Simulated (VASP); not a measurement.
# Zn2Se (P6/mmm) in VASP: relaxation of cell and atoms with PBE

Aim: the relaxation of cell and atoms of Zn2Se with PBE.

All numbers are computed with VASP 6.6.1; they aren't measurements. Logs are shortened: lines on timing, memory, paths and dates and some standing lists are left out, and cuts for length are marked.

## 1. The cell of the first run

The structure is hexagonal, space group P6/mmm (No. 191). Conventional cell: a = 4.190 Å, b = 4.190 Å, c = 3.865 Å, α = 90.00°, β = 90.00°, γ = 120.00°. Zn (site symmetry -6m2) has 3 Zn at 2.42 Å and 6 Se at 3.10 Å within 3.2 Å. Se (site symmetry 6/mmm) has 12 Zn at 3.10 Å and 8 Se at 3.86 to 4.19 Å within 4.2 Å.

## 2. Relaxation of cell and atoms, PBE

File INCAR:

```
SYSTEM = Zn2Se
PREC = Accurate
ENCUT = 600
EDIFF = 1E-6
ISMEAR = 0
SIGMA = 0.1
LREAL = .FALSE.
LASPH = .TRUE.
NELM = 60
ALGO = Normal
ISIF = 3
LWAVE = .FALSE.
LCHARG = .FALSE.
GGA = PE
IBRION = 2
NSW = 100
EDIFFG = -0.01
```

File KPOINTS:

```
regular mesh
0
G
  12 12 12
  0 0 0
```

File POSCAR:

```
Zn2Se
1.0
    4.1898284284      0.0000000000      0.0000000000
   -2.0949142142      3.6284978565      0.0000000000
    0.0000000000      0.0000000000      3.8645489433
Zn Se
2 1
Direct
    0.3333333333      0.6666666667      0.5000000000
    0.6666666667      0.3333333333      0.5000000000
    0.0000000000      0.0000000000      0.0000000000
```

Potentials or basis: VASP PAW PBE potentials, release 64 (Zn, Se).

Run with:

```bash
$ cat potpaw_PBE.64/Zn/POTCAR potpaw_PBE.64/Se/POTCAR > POTCAR
$ mpirun -np 1 vasp_std > vasp.out
```

OUTCAR:

```text
SYSTEM = Zn2Se
   PREC = Accurate
   ENCUT = 600
   EDIFF = 1E-6
   ISMEAR = 0
   LREAL = .FALSE.
   LASPH = .TRUE.
   NELM = 60
   ISIF = 3
   GGA = PE
   IBRION = 2
   NSW = 100
   EDIFFG = -0.01

 ion  position               nearest neighbor table
   1  0.333  0.667  0.500-   2 2.42   2 2.42   2 2.42
   2  0.667  0.333  0.500-   1 2.42   1 2.42   1 2.42
   3  0.000  0.000  0.000-

  LATTYP: Found a hexagonal cell.
 ALAT       =     4.1898284284
 C/A-ratio  =     0.9223644856

  Lattice vectors:

 A1 = (   4.1898284284,   0.0000000000,   0.0000000000)
 A2 = (  -2.0949142142,   3.6284978565,   0.0000000000)
 A3 = (   0.0000000000,   0.0000000000,   3.8645489433)

Analysis of symmetry for initial positions (statically):
=====================================================================
 Subroutine PRICEL returns:
 Original cell was already a primitive cell.

 Routine SETGRP: Setting up the symmetry group for a
 hexagonal supercell.

 Subroutine GETGRP returns: Found 24 space group operations
 (whereof 24 operations were pure point group operations)
 out of a pool of 24 trial point group operations.

The static configuration has the point symmetry D_6h.

Analysis of symmetry for dynamics (positions and initial velocities):
=====================================================================
 Subroutine PRICEL returns:
 Original cell was already a primitive cell.

 Routine SETGRP: Setting up the symmetry group for a
 hexagonal supercell.

 Subroutine GETGRP returns: Found 24 space group operations
 (whereof 24 operations were pure point group operations)
 out of a pool of 24 trial point group operations.

The dynamic configuration has the point symmetry D_6h.

 Subroutine INISYM returns: Found 24 space group operations
 (whereof 24 operations are pure point group operations),
 and found     1 'primitive' translations

----------------------------------------------------------------------------------------

                                     Primitive cell

  volume of cell :      58.7519

  direct lattice vectors                    reciprocal lattice vectors
     4.189828428  0.000000000  0.000000000     0.238673258  0.137798070  0.000000000
    -2.094914214  3.628497857  0.000000000     0.000000000  0.275596139  0.000000000
     0.000000000  0.000000000  3.864548943     0.000000000  0.000000000  0.258762410

  length of vectors
     4.189828428  4.189828428  3.864548943     0.275596139  0.275596139  0.258762410

  position of ions in fractional coordinates (direct lattice)
     0.333333333  0.666666667  0.500000000
     0.666666667  0.333333333  0.500000000
     0.000000000  0.000000000  0.000000000

  ion indices of the primitive-cell ions
   primitive index   ion index
                 1           1
                 2           2
                 3           3

----------------------------------------------------------------------------------------

 KPOINTS: regular mesh

Automatic generation of k-mesh.
 Grid dimensions read from file:
 generate k-points for:   12   12   12

 Generating k-lattice:

  Cartesian coordinates                     Fractional coordinates (reciprocal lattice)
     0.019889438  0.011483172  0.000000000     0.083333333  0.000000000  0.000000000
     0.000000000  0.022966345  0.000000000     0.000000000  0.083333333  0.000000000
     0.000000000  0.000000000  0.021563534     0.000000000  0.000000000  0.083333333

  Length of vectors
     0.022966345  0.022966345  0.021563534

  Shift w.r.t. Gamma in fractional coordinates (k-lattice)
     0.000000000  0.000000000  0.000000000

 Subroutine IBZKPT returns following result:
 ===========================================

 Found    133 irreducible k-points:

 Following reciprocal coordinates:
            Coordinates               Weight
  0.000000  0.000000  0.000000      1.000000
  0.083333  0.000000  0.000000      6.000000
  0.166667  0.000000  0.000000      6.000000
  0.250000  0.000000  0.000000      6.000000
  0.333333  0.000000  0.000000      6.000000
  0.416667  0.000000  0.000000      6.000000
[... 16 lines left out ...]
  0.250000  0.000000  0.083333     12.000000
  0.333333  0.000000  0.083333     12.000000
 [... further k-points ...]
   k-points           NKPTS =    133   k-points in BZ     NKDIM =    133   number of bands    NBANDS=     19
   number of dos      NEDOS =    301   number of ions     NIONS =      3
   total plane-waves  NPLWV =  41472
   dimension x,y,z NGX =    36 NGY =   36 NGZ =   32
   dimension x,y,z NGXF=    72 NGYF=   72 NGZF=   64
   ions per type =               2   1
   NGX,Y,Z   is equivalent  to a cutoff of  14.28, 14.28, 13.77 a.u.
   NGXF,Y,Z  is equivalent  to a cutoff of  28.57, 28.57, 27.53 a.u.
 SYSTEM =  Zn2Se
   PREC   = accura    normal or accurate (medium, high low for compatibility)
   ISTART =      0    job   : 0-new  1-cont  2-samecut
   ICHARG =      2    charge: 1-file 2-atom 10-const
   ISPIN  =      1    spin polarized calculation?
   LNONCOLLINEAR =      F non collinear calculations
   LSORBIT =      F    spin-orbit coupling
   LASPH  =      T    aspherical Exc in radial PAW
   ENCUT  =  600.0 eV  44.10 Ry    6.64 a.u.   8.37  8.37  7.72*2*pi/ulx,y,z
   NELM   =     60;   NELMIN=  2; NELMDL= -5     # of ELM steps
   EDIFF  = 0.1E-05   stopping-criterion for ELM
   LREAL  =      F    real-space projection
   EDIFFG = -.1E-01   stopping-criterion for IOM
   NSW    =    100    number of steps for IOM
   IBRION =      2    ionic relax: 0-MD 1-quasi-New 2-CG
   NFREE  =      1    steps in history (QN), initial steepest desc. (CG)
   ISIF   =      3    stress and relaxation
   ISYM   =      2    0-nonsym 1-usesym 2-fastsym
   POTIM  = 0.5000    time-step for ionic-motion
   TEBEG  =    0.0;   TEEND  =   0.0 temperature during run
   PSTRESS=    0.0 pullay stress
   NELECT =      30.0000    total number of electrons
   NUPDOWN=      -1.0000    fix difference up-down
   EMIN   =  10.00;   EMAX   =-10.00  energy-range for DOS
   EFERMI =   0.00;   METHOD = LEGACY
   ISMEAR =     0;   SIGMA  =   0.10  broadening in eV -4-tet -1-fermi 0-gaus
   EFERMI_NEDOS =   21; number of points for ismear=-14 and -15
   IALGO  =     38    algorithm
   IMIX   =      4    mixing-type and parameters
     AMIX     =   0.40;   BMIX     =  1.00
     AMIX_MAG =   1.60;   BMIX_MAG =  1.00
  volume/ion in A,a.u.               =      19.58       132.16
  Fermi-wavevector in a.u.,A,eV,Ry     =   1.308503  2.472711 23.295612  1.712179
  Thomas-Fermi vector in A             =   2.439165
   LORBIT       =      0    0 simple, 1 ext, 2 COOP (PROOUT), +10 PAW based schemes
   GGA     = PE    functional components
   LHFCALC =     F    Hartree Fock is set to
   AEXX    =    0.0000 exact exchange contribution
   IVDW    =     0    specifies the selected vdW correction
   LEPSILON=     F    determine dielectric tensor
   LRPA    =     F    only Hartree local field effects (RPA)
 conjugate gradient relaxation of ions
 non-spin polarized calculation
 Gauss-broadening in eV      SIGMA  =   0.10
  energy-cutoff  :      600.00
  volume of cell :       58.75
 maximum number of plane-waves:      1997
 NGX is ok and might be reduce to    36
   NGX = 17   NGY = 17   NGZ = 15

--------------------------------------- Ionic step        1  -------------------------------------------

 number of electron      29.9999971 magnetization

 Free energy of the ion-electron system (eV)
  ---------------------------------------------------
  ext. energy  EPLUGINS =         0.00000000
  ---------------------------------------------------
  free energy    TOTEN  =        -5.19923355 eV

  energy without entropy =       -5.19222655  energy(sigma->0) =       -5.19573005

------------------------ aborting loop because EDIFF is reached ----------------------------------------

  FORCE on cell =-STRESS in cart. coord.  units (eV):
  Direction    XX          YY          ZZ          XY          YZ          ZX
  --------------------------------------------------------------------------------------
  -------------------------------------------------------------------------------------
  Total        0.7878065      0.7878065     -0.6861481      0.0000000      0.0000000      0.0000000
  in kB       21.4836573     21.4836573    -18.7114097      0.0000000      0.0000000      0.0000000
  external PRESSURE =       8.0853016 kB  Pullay stress =       0.0000000 kB
[... 92 lines left out ...]
  FREE ENERGIE OF THE ION-ELECTRON SYSTEM (eV)
  ---------------------------------------------------
  free  energy   TOTEN  =        -5.2187382378 eV

  energy  without entropy=       -5.2119221923  energy(sigma->0) =       -5.21533022

[... ionic steps 4 to 7 ...]

--------------------------------------- Ionic step        8  -------------------------------------------

 number of electron      29.9999997 magnetization

------------------------ aborting loop because EDIFF is reached ----------------------------------------

  FORCE on cell =-STRESS in cart. coord.  units (eV):
  Direction    XX          YY          ZZ          XY          YZ          ZX
  --------------------------------------------------------------------------------------
  -------------------------------------------------------------------------------------
  Total       -0.0532934     -0.0532934     -0.0052641      0.0000000      0.0000000      0.0000000
  in kB       -1.4509207     -1.4509207     -0.1433157      0.0000000      0.0000000      0.0000000
  external PRESSURE =      -1.0150524 kB  Pullay stress =       0.0000000 kB
[... 59 lines left out ...]
  energy  without entropy=       -5.2167476208  energy(sigma->0) =       -5.22009045

--------------------------------------- Ionic step       10  -------------------------------------------

 number of electron      29.9999996 magnetization

 Free energy of the ion-electron system (eV)
  ---------------------------------------------------
  ext. energy  EPLUGINS =         0.00000000
  ---------------------------------------------------
  free energy    TOTEN  =        -5.22347730 eV

  energy without entropy =       -5.21682902  energy(sigma->0) =       -5.22015316

 E-fermi :   2.8704     XC(G=0): -10.3507

 val. band max:        2.8691117604   @ k =   0.3333   0.0000   0.2500
 cond. band min:       2.8824659281   @ k =   0.4167   0.0833   0.4167
 fundamental gap:      0.0133541677
 Fermi energy:         2.8704485863

 k-point     1 :       0.0000    0.0000    0.0000
  band No.  band energies     occupation
      1     -10.7203      2.00000
      2      -4.8291      2.00000
      3      -4.5928      2.00000
      4      -4.5928      2.00000
      5      -4.5066      2.00000
      6      -4.5066      2.00000
[... 11 lines left out ...]
     18       6.7659      0.00000
     19       7.8274      0.00000
[... 489 lines left out ...]
      3      -4.8274      2.00000
      4      -4.7205      2.00000
      5      -4.5742      2.00000
      6      -4.5103      2.00000
[... 11 lines left out ...]
     18       7.3598      0.00000
     19       8.3442      0.00000

 [... further k-points ...]

------------------------ aborting loop because EDIFF is reached ----------------------------------------

  FORCE on cell =-STRESS in cart. coord.  units (eV):
  Direction    XX          YY          ZZ          XY          YZ          ZX
  --------------------------------------------------------------------------------------
  -------------------------------------------------------------------------------------
  Total       -0.0117198     -0.0117198     -0.0058863      0.0000000      0.0000000      0.0000000
  in kB       -0.3195906     -0.3195906     -0.1605141      0.0000000      0.0000000      0.0000000
  external PRESSURE =      -0.2665651 kB  Pullay stress =       0.0000000 kB
[... 18 lines left out ...]
  FREE ENERGIE OF THE ION-ELECTRON SYSTEM (eV)
  ---------------------------------------------------
  free  energy   TOTEN  =        -5.2234773002 eV

  energy  without entropy=       -5.2168290219  energy(sigma->0) =       -5.22015316

 reached required accuracy - stopping structural energy minimisation
```

Run time: 5.4 min. Hardware: 1 thread of Intel Xeon 6975P-C (Granite Rapids), shared host; peak memory 0.34 GiB.

Results:

```
Free energy               : -5.2235 eV
Energy gained by relaxing : 8.1 meV/atom
Ionic steps               : 10
Pressure after relaxing   : 0.0 GPa
Band gap on the k mesh    : zero (bands 15 and 16 overlap by 4.41 eV)
```

The path:
| step | energy change (eV) | largest force (eV/Å) | pressure (GPa) | volume (Å³) |
| --- | --- | --- | --- | --- |
| 1 | 0.0000 | 0.0000 | 0.81 | 58.75 |
| 2 | -0.0177 | 0.0000 | -0.40 | 59.59 |
| 3 | -0.0195 | 0.0000 | -1.01 | 60.02 |
| 4 | -0.0196 | 0.0000 | -0.90 | 59.94 |
| 5 | -0.0239 | 0.0000 | -0.29 | 59.10 |
| 6 | -0.0242 | 0.0000 | 0.03 | 58.78 |
| 7 | -0.0242 | 0.0000 | -0.08 | 58.87 |
| 8 | -0.0242 | 0.0000 | -0.10 | 58.85 |
| 9 | -0.0242 | 0.0000 | -0.06 | 58.81 |
| 10 | -0.0242 | 0.0000 | -0.03 | 58.75 |

Final structure:
```
CELL_PARAMETERS angstrom
4.25750 0.00000 0.00000
-2.12875 3.68710 0.00000
0.00000 0.00000 3.74282
ATOMIC_POSITIONS crystal
Zn 0.33333 0.66667 0.50000
Zn 0.66667 0.33333 0.50000
Se 0.00000 0.00000 0.00000
```
